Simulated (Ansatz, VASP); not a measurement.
**One calculation of AlN, two programs**

File POSCAR:

```
AlN
1.0
    4.3698012523      0.0000000000      0.0000000000
    0.0000000000      2.1849006262     -2.1849006262
    0.0000000000      6.4486358613      6.4486358613
Al N
6 6
Direct
    0.0000000000      0.0000000000      0.2540950148
    0.5000000000      0.5000000000      0.4235029852
    0.0000000000      0.0000000000      0.5929109556
    0.5000000000      0.5000000000      0.7623189260
    0.0000000000      0.0000000000      0.9317268964
    0.5000000000      0.5000000000      0.0846870444
    0.7500000000      0.0000000000      0.4235029852
    0.2500000000      0.5000000000      0.5929109556
    0.7500000000      0.0000000000      0.7623189260
    0.2500000000      0.5000000000      0.9317268964
    0.7500000000      0.0000000000      0.0846870444
    0.2500000000      0.5000000000      0.2540950148
```

INCAR.step1

```
SYSTEM = AlN
PREC = Accurate
ENCUT = 520
ISMEAR = 0
SIGMA = 0.05
LREAL = .False.
LASPH = .True.
NELM = 60
NBANDS = 36
GGA = PE
ALGO = Normal
EDIFF = 1E-4
LWAVE = .True.
LCHARG = .False.
```

INCAR.step2

```
SYSTEM = AlN
PREC = Accurate
ENCUT = 520
EDIFF = 1E-6
ISMEAR = 0
SIGMA = 0.05
LREAL = .False.
LASPH = .True.
NELM = 60
ALGO = Normal
ISIF = 2
LWAVE = .False.
LCHARG = .False.
METAGGA = R2SCAN
LMIXTAU = .True.
NBANDS = 36
ISTART = 1
```

File KPOINTS:

```
Automatic mesh
0
Gamma
  5 7 3
  0 0 0
```

Input for Ansatz:

```yaml
crystal:
  lattice:
    - [4.3698012523, 0.0, 0.0]
    - [0.0, 2.1849006262, -2.1849006262]
    - [0.0, 6.4486358613, 6.4486358613]
  atoms:
    - { symbol: Al, position: [0.0, 0.0, 0.2540950148] }
    - { symbol: Al, position: [0.5, 0.5, 0.4235029852] }
    - { symbol: Al, position: [0.0, 0.0, 0.5929109556] }
    - { symbol: Al, position: [0.5, 0.5, 0.762318926] }
    - { symbol: Al, position: [0.0, 0.0, 0.9317268964] }
    - { symbol: Al, position: [0.5, 0.5, 0.0846870444] }
    - { symbol: "N", position: [0.75, 0.0, 0.4235029852] }
    - { symbol: "N", position: [0.25, 0.5, 0.5929109556] }
    - { symbol: "N", position: [0.75, 0.0, 0.762318926] }
    - { symbol: "N", position: [0.25, 0.5, 0.9317268964] }
    - { symbol: "N", position: [0.75, 0.0, 0.0846870444] }
    - { symbol: "N", position: [0.25, 0.5, 0.2540950148] }
basis:
  ecutwfc: 500
kpoints:
  mp_grid: { grid: [5, 7, 3] }
hamiltonian:
  xc: r2scan
scf:
  occupations: { method: gaussian, width: 0.05 }
output:
  forces: true
  stress: true
  eigenvalues: true
```

Alike in both runs: task single point; functional r2SCAN; k mesh 5 × 7 × 3; occupations gaussian, width 0.05 eV; no spin polarisation.

|  | VASP | Ansatz |
| --- | --- | --- |
| version | VASP 6.6.1 | Ansatz 0.2.0 |
| potentials or method | VASP PAW PBE potentials, release 64 (Al, N), cutoff 520 eV | scalar-relativistic, plane waves, PAW |
| valence electrons in the cell | 48 | 48 |

Ansatz gave:

```
gap on the k mesh at the Fermi level (eV)                     : 3.90
least direct gap on the mesh (eV)                             : 3.90
pressure (GPa)                                                : 4.2
traceless stress, the component that is largest in VASP (GPa) : 4.63
rms of the force components (eV/Å)                            : 0.625
```

Question: Estimate VASP's values.

Answer: gap on the k mesh at the Fermi level (eV): 3.89; least direct gap on the mesh (eV): 3.89; pressure (GPa): 3.9; traceless stress, the component that is largest in VASP (GPa): 4.70; rms of the force components (eV/Å): 0.635.

VASP's potentials were made for PBE, not for r2SCAN. Atom by atom the forces differ by 0.010 eV/Å (rms over components).
